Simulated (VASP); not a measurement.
# Ti2SnTe3 (P-6m2) in VASP: further runs

The runs below take Ti2SnTe3 through relaxation of cell and atoms, single point, with PBE.

All numbers are computed with VASP 6.6.1; they aren't measurements. Logs are shortened: lines on timing, memory, paths and dates and some standing lists are left out, and cuts for length are marked.

## 1. The cell of the first run

Symmetry: P-6m2, No. 187, hexagonal system. Conventional cell: a = 4.605 Å, b = 4.605 Å, c = 9.148 Å, α = 90.00°, β = 90.00°, γ = 120.00°. Within 4.7 Å of Ti (site symmetry 3m) lie 3 Sn at 3.48 Å and 9 Te at 3.48 to 3.54 Å and 8 Ti at 4.48 to 4.66 Å. Within 3.5 Å of Sn (site symmetry -6m2) lie 3 Te at 2.66 Å and 6 Ti at 3.48 Å. Te (site symmetry -6m2) has 3 Te at 2.66 Å and 6 Ti at 3.54 Å within 3.6 Å. Within 3.5 Å of Te (site symmetry -6m2) lie 3 Sn at 2.66 Å and 6 Ti at 3.48 Å. Te (site symmetry -6m2) has 3 Te at 2.66 Å and 6 Ti at 3.54 Å within 3.6 Å.

The cell was generated, and may not be a known phase.

## 2. Relaxation of cell and atoms, PBE

Contents of INCAR:

```
PREC = Accurate
ENCUT = 600
EDIFF = 1E-6
ISMEAR = 0
SIGMA = 0.1
LREAL = False
LASPH = True
NELM = 80
ALGO = Normal
ISIF = 3
LWAVE = False
LCHARG = False
GGA = PE
IBRION = 2
NSW = 90
EDIFFG = -0.04
```

Contents of KPOINTS:

```
regular mesh
0
Gamma
  6 6 2
```

Contents of POSCAR:

```
Ti2SnTe3
1.0
    4.6046454900      0.0000000000      0.0000000000
   -2.3023227500      3.9877399700      0.0000000000
    0.0000000000      0.0000000000      9.1478343600
Ti Sn Te
2 1 3
Direct
    0.0000000000      0.0000000000      0.2450700000
    0.0000000000      0.0000000000      0.7549300000
    0.3333333300      0.6666666700      0.0000000000
    0.3333333300      0.6666666700      0.5000000000
    0.6666666700      0.3333333300      0.0000000000
    0.6666666700      0.3333333300      0.5000000000
```

Potentials or basis: VASP PAW PBE potentials, release 64 (Ti_sv, Sn_d, Te).

Command:

```
$ cat potpaw_PBE.64/Ti_sv/POTCAR potpaw_PBE.64/Sn_d/POTCAR potpaw_PBE.64/Te/POTCAR > POTCAR
$ mpirun -np 1 vasp_std > vasp.out
```

OUTCAR:

```text
PREC = Accurate
   ENCUT = 600
   EDIFF = 1E-6
   ISMEAR = 0
   LREAL = False
   LASPH = True
   NELM = 80
   ISIF = 3
   GGA = PE
   IBRION = 2
   NSW = 90
   EDIFFG = -0.04

 ion  position               nearest neighbor table
   1  0.000  0.000  0.245-
   2  0.000  0.000  0.755-
   3  0.333  0.667  0.000-   5 2.66   5 2.66   5 2.66
   4  0.333  0.667  0.500-   6 2.66   6 2.66   6 2.66
   5  0.667  0.333  0.000-   3 2.66   3 2.66   3 2.66
   6  0.667  0.333  0.500-   4 2.66   4 2.66   4 2.66

  LATTYP: Found a hexagonal cell.
 ALAT       =     4.6046454900
 C/A-ratio  =     1.9866533439

  Lattice vectors:

 A1 = (   4.6046454900,   0.0000000000,   0.0000000000)
 A2 = (  -2.3023227500,   3.9877399700,   0.0000000000)
 A3 = (   0.0000000000,   0.0000000000,   9.1478343600)

Analysis of symmetry for initial positions (statically):
=====================================================================
 Subroutine PRICEL returns:
 Original cell was already a primitive cell.

 Routine SETGRP: Setting up the symmetry group for a
 hexagonal supercell.

 Subroutine GETGRP returns: Found 12 space group operations
 (whereof 12 operations were pure point group operations)
 out of a pool of 24 trial point group operations.

The static configuration has the point symmetry D_3h.

Analysis of symmetry for dynamics (positions and initial velocities):
=====================================================================
 Subroutine PRICEL returns:
 Original cell was already a primitive cell.

 Routine SETGRP: Setting up the symmetry group for a
 hexagonal supercell.

 Subroutine GETGRP returns: Found 12 space group operations
 (whereof 12 operations were pure point group operations)
 out of a pool of 24 trial point group operations.

The dynamic configuration has the point symmetry D_3h.

 Subroutine INISYM returns: Found 12 space group operations
 (whereof 12 operations are pure point group operations),
 and found     1 'primitive' translations

----------------------------------------------------------------------------------------

                                     Primitive cell

  volume of cell :     167.9737

  direct lattice vectors                    reciprocal lattice vectors
     4.604645490  0.000000000  0.000000000     0.217171985  0.125384304  0.000000000
    -2.302322750  3.987739970  0.000000000     0.000000000  0.250768608  0.000000000
     0.000000000  0.000000000  9.147834360     0.000000000  0.000000000  0.109315490

  length of vectors
     4.604645490  4.604645493  9.147834360     0.250768608  0.250768608  0.109315490

[... 73 lines left out ...]
   LSORBIT =      F    spin-orbit coupling
   LASPH  =      T    aspherical Exc in radial PAW
   ENCUT  =  600.0 eV  44.10 Ry    6.64 a.u.   9.20  9.20 18.27*2*pi/ulx,y,z
   NELM   =     80;   NELMIN=  2; NELMDL= -5     # of ELM steps
   EDIFF  = 0.1E-05   stopping-criterion for ELM
   LREAL  =      F    real-space projection
   EDIFFG = -.4E-01   stopping-criterion for IOM
   NSW    =     90    number of steps for IOM
   IBRION =      2    ionic relax: 0-MD 1-quasi-New 2-CG
   NFREE  =      1    steps in history (QN), initial steepest desc. (CG)
   ISIF   =      3    stress and relaxation
   ISYM   =      2    0-nonsym 1-usesym 2-fastsym
   POTIM  = 0.5000    time-step for ionic-motion
   TEBEG  =    0.0;   TEEND  =   0.0 temperature during run
   PSTRESS=    0.0 pullay stress
   NELECT =      56.0000    total number of electrons
   NUPDOWN=      -1.0000    fix difference up-down
   EMIN   =  10.00;   EMAX   =-10.00  energy-range for DOS
   EFERMI =   0.00;   METHOD = LEGACY
   ISMEAR =     0;   SIGMA  =   0.10  broadening in eV -4-tet -1-fermi 0-gaus
   EFERMI_NEDOS =   21; number of points for ismear=-14 and -15
   IALGO  =     38    algorithm
   IMIX   =      4    mixing-type and parameters
     AMIX     =   0.40;   BMIX     =  1.00
     AMIX_MAG =   1.60;   BMIX_MAG =  1.00
  volume/ion in A,a.u.               =      28.00       188.92
  Fermi-wavevector in a.u.,A,eV,Ry     =   1.135160  2.145141 17.532306  1.288588
  Thomas-Fermi vector in A             =   2.271865
   LORBIT       =      0    0 simple, 1 ext, 2 COOP (PROOUT), +10 PAW based schemes
   GGA     = PE    functional components
   LHFCALC =     F    Hartree Fock is set to
   AEXX    =    0.0000 exact exchange contribution
   IVDW    =     0    specifies the selected vdW correction
   LEPSILON=     F    determine dielectric tensor
   LRPA    =     F    only Hartree local field effects (RPA)
 conjugate gradient relaxation of ions
 non-spin polarized calculation
 Gauss-broadening in eV      SIGMA  =   0.10
  energy-cutoff  :      600.00
  volume of cell :      167.97
 maximum number of plane-waves:      5629
 NGX is ok and might be reduce to    40
   NGX = 19   NGY = 19   NGZ = 37

--------------------------------------- Ionic step        1  -------------------------------------------

 number of electron      55.9999999 magnetization

 Free energy of the ion-electron system (eV)
  ---------------------------------------------------
  ext. energy  EPLUGINS =         0.00000000
  ---------------------------------------------------
  free energy    TOTEN  =       -21.15371258 eV

  energy without entropy =      -21.06423673  energy(sigma->0) =      -21.10897466

------------------------ aborting loop because EDIFF is reached ----------------------------------------

  FORCE on cell =-STRESS in cart. coord.  units (eV):
  Direction    XX          YY          ZZ          XY          YZ          ZX
  --------------------------------------------------------------------------------------
  -------------------------------------------------------------------------------------
  Total       19.2768445     19.2768445    -13.0565527     -0.0000000      0.0000000      0.0000000
  in kB      183.8675982    183.8675982   -124.5368240     -0.0000002      0.0000000      0.0000000
  external PRESSURE =      81.0661241 kB  Pullay stress =       0.0000000 kB
[... 1126 lines left out ...]
     32       7.3644      0.00000
     33       7.4579      0.00000

[... ionic steps 4 to 18 ...]

--------------------------------------- Ionic step       19  -------------------------------------------

 number of electron      56.0000008 magnetization

------------------------ aborting loop because EDIFF is reached ----------------------------------------
[... 75 lines left out ...]
--------------------------------------- Ionic step       21  -------------------------------------------

 number of electron      56.0000007 magnetization

 Free energy of the ion-electron system (eV)
  ---------------------------------------------------
  ext. energy  EPLUGINS =         0.00000000
  ---------------------------------------------------
  free energy    TOTEN  =       -26.99215251 eV

  energy without entropy =      -26.95372541  energy(sigma->0) =      -26.97293896

 E-fermi :   8.3787     XC(G=0): -10.3069

 val. band max:        8.3682467256   @ k =   0.5000  -0.0000   0.0000
 cond. band min:       8.4096573834   @ k =   0.3333   0.1667   0.0000
 fundamental gap:      0.0414106578
 Fermi energy:         8.3786654427
[... 535 lines left out ...]
  FREE ENERGIE OF THE ION-ELECTRON SYSTEM (eV)
  ---------------------------------------------------
  free  energy   TOTEN  =       -26.9921525057 eV

  energy  without entropy=      -26.9537254096  energy(sigma->0) =      -26.97293896

 reached required accuracy - stopping structural energy minimisation
```

It took 60 min on 1 thread of Intel Xeon Platinum 8259CL at 2.50GHz (Skylake/Cascade Lake), shared host; peak memory 0.45 GiB.

Results:

```yaml
Free_energy: -26.9922 eV
Relaxed_volume: 25.21 Å³/atom
Relaxed_cell: a = 5.271 Å, b = 5.271 Å, c = 6.288 Å, α = 90.00°, β = 90.00°, γ = 120.00°
Space_group_after_relaxing_to_0.1_Å: P-6m2 (No. 187)
Energy_gained_by_relaxing: 973.1 meV/atom
Ionic_steps: 21
Pressure_after_relaxing: 0.1 GPa
Largest_force_after_relaxing: 0.019 eV/Å
Band_gap_on_the_k_mesh: zero (bands 28 and 29 overlap by 0.88 eV)
```

Forces in eV/Å, atoms in the order of the input:
```
Ti   0.000  0.000  0.019
Ti   0.000  0.000 -0.019
Sn   0.000  0.000  0.000
Te   0.000  0.000  0.000
Te   0.000  0.000  0.000
Te   0.000  0.000  0.000
```

Step by step:
| step | energy change (eV) | largest force (eV/Å) | pressure (GPa) | volume (Å³) |
| --- | --- | --- | --- | --- |
| 1 | 0.0000 | 0.1633 | 8.11 | 167.97 |
| 2 | -2.9740 | 0.1806 | -7.29 | 200.56 |
| 3 | -2.9603 | 0.1787 | -6.60 | 197.71 |
| 4 | -4.7810 | 0.2067 | -5.51 | 170.66 |
| 5 | -5.2538 | 0.3162 | -4.44 | 161.82 |
| 6 | -5.5082 | 0.2374 | 2.78 | 143.97 |
| 7 | -5.7044 | 0.2376 | -1.59 | 152.27 |
| 8 | -5.7177 | 0.2349 | -0.98 | 150.73 |
| 9 | -5.7157 | 0.2348 | -0.52 | 149.78 |
| 10 | -5.7326 | 0.2698 | 0.35 | 147.37 |
| 11 | -5.7326 | 0.2691 | 0.36 | 147.41 |
| 12 | -5.7434 | 0.3071 | 0.12 | 148.02 |
| 13 | -5.7743 | 0.3950 | -0.47 | 149.84 |
| 14 | -5.8076 | 0.2181 | -1.12 | 153.51 |
| 15 | -5.8103 | 0.1874 | -1.06 | 153.54 |
| 16 | -5.8159 | 0.0848 | -0.90 | 153.64 |
| 17 | -5.8150 | 0.1445 | -0.53 | 153.83 |
| 18 | -5.8176 | 0.0106 | -0.75 | 153.72 |
| 19 | -5.8213 | 0.0118 | -0.69 | 153.48 |
| 20 | -5.8303 | 0.0141 | -0.47 | 152.75 |
| 21 | -5.8384 | 0.0188 | 0.06 | 151.28 |

Final structure:
```
CELL_PARAMETERS angstrom
5.27085 0.00000 0.00000
-2.63542 4.56469 0.00000
0.00000 0.00000 6.28788
ATOMIC_POSITIONS crystal
Ti 0.00000 0.00000 0.20744
Ti 0.00000 0.00000 0.79256
Sn 0.33333 0.66667 0.00000
Te 0.33333 0.66667 0.50000
Te 0.66667 0.33333 0.00000
Te 0.66667 0.33333 0.50000
```

Levels at points of the mesh, in eV from the Fermi level:
| k point | band 24 | band 25 | band 26 | band 27 | band 28 | band 29 | band 30 | band 31 | band 32 | band 33 |
| --- | --- | --- | --- | --- | --- | --- | --- | --- | --- | --- |
| (0.00, 0.00, 0.00) | -1.99 | -1.99 | -1.56 | -1.56 | -1.32 | -0.06 | -0.06 | 1.10 | 1.30 | 1.40 |
| (0.50, 0.00, 0.00) | -0.96 | -0.78 | -0.39 | -0.01 | 0.19 | 0.46 | 0.51 | 0.62 | 1.06 | 1.16 |
| (0.00, 0.00, 0.50) | -1.89 | -1.89 | -1.64 | -1.64 | -0.37 | 0.20 | 0.39 | 0.68 | 0.68 | 0.94 |
| (0.50, 0.00, 0.50) | -1.49 | -0.63 | -0.54 | -0.21 | -0.20 | -0.15 | 0.11 | 0.48 | 0.63 | 0.84 |

Caveat: a cell axis changed by over 15 % at a fixed basis, so the end point is rough; spin-orbit coupling is left out, which moves the levels of the heavy elements.

## 3. Single point, PBE

This run uses another cell than the first one, of 25.17 Å³/atom.

Contents of INCAR:

```
PREC = Accurate
ENCUT = 520
EDIFF = 1E-7
ISMEAR = 0
SIGMA = 0.1
LREAL = False
LASPH = True
NELM = 80
ALGO = Normal
ISIF = 2
LWAVE = False
LCHARG = False
GGA = PE
NBANDS = 37
```

Contents of KPOINTS:

```
regular mesh
0
Gamma
  12 12 6
```

Contents of POSCAR:

```
Ti2SnTe3
1.0
    5.3339136433      0.0000000000      0.0000000000
   -2.6669568216      4.6193047167      0.0000000000
    0.0000000000      0.0000000000      6.1295485333
Ti Sn Te
2 1 3
Direct
    0.0000000000      0.0000000000      0.2126360099
    0.0000000000      0.0000000000      0.7873639901
    0.3333333333      0.6666666667      0.0000000000
    0.3333333333      0.6666666667      0.5000000000
    0.6666666667      0.3333333333      0.0000000000
    0.6666666667      0.3333333333      0.5000000000
```

Potentials or basis: VASP PAW PBE potentials, release 64 (Ti_sv, Sn_d, Te).

Command:

```
$ cat potpaw_PBE.64/Ti_sv/POTCAR potpaw_PBE.64/Sn_d/POTCAR potpaw_PBE.64/Te/POTCAR > POTCAR
$ mpirun -np 1 vasp_std > vasp.out
```

It took 17 min on 1 thread of Intel Xeon Platinum 8259CL at 2.50GHz (Skylake/Cascade Lake), shared host; peak memory 0.52 GiB.

It converged, with:

```yaml
Free_energy: -27.0196 eV
Pressure: 0.0 GPa
Largest_force: 0.023 eV/Å
Band_gap_on_the_k_mesh: zero (bands 28 and 29 overlap by 1.11 eV)
```

Forces on the atoms (eV/Å):
```
Ti   0.000  0.000  0.023
Ti   0.000  0.000 -0.023
Sn   0.000  0.000  0.000
Te   0.000  0.000  0.000
Te   0.000  0.000  0.000
Te   0.000  0.000  0.000
```

Levels at points of the mesh, in eV from the Fermi level:
```csv
k point,band 25,band 26,band 27,band 28,band 29,band 30,band 31,band 32
"(0.00, 0.00, 0.00)",-2.15,-1.57,-1.57,-1.46,-0.08,-0.08,1.23,1.23
"(0.50, 0.00, 0.00)",-0.92,-0.67,-0.14,0.14,0.43,0.45,0.50,1.04
"(0.00, 0.00, 0.50)",-2.04,-1.68,-1.68,-0.37,0.22,0.25,0.72,0.72
"(0.50, 0.00, 0.50)",-0.59,-0.52,-0.42,-0.39,-0.20,0.11,0.43,0.58
```

Caveat: spin-orbit coupling is left out, which moves the levels of the heavy elements.

The gap in the log of VASP goes by the Fermi energy; the results here count the filled bands.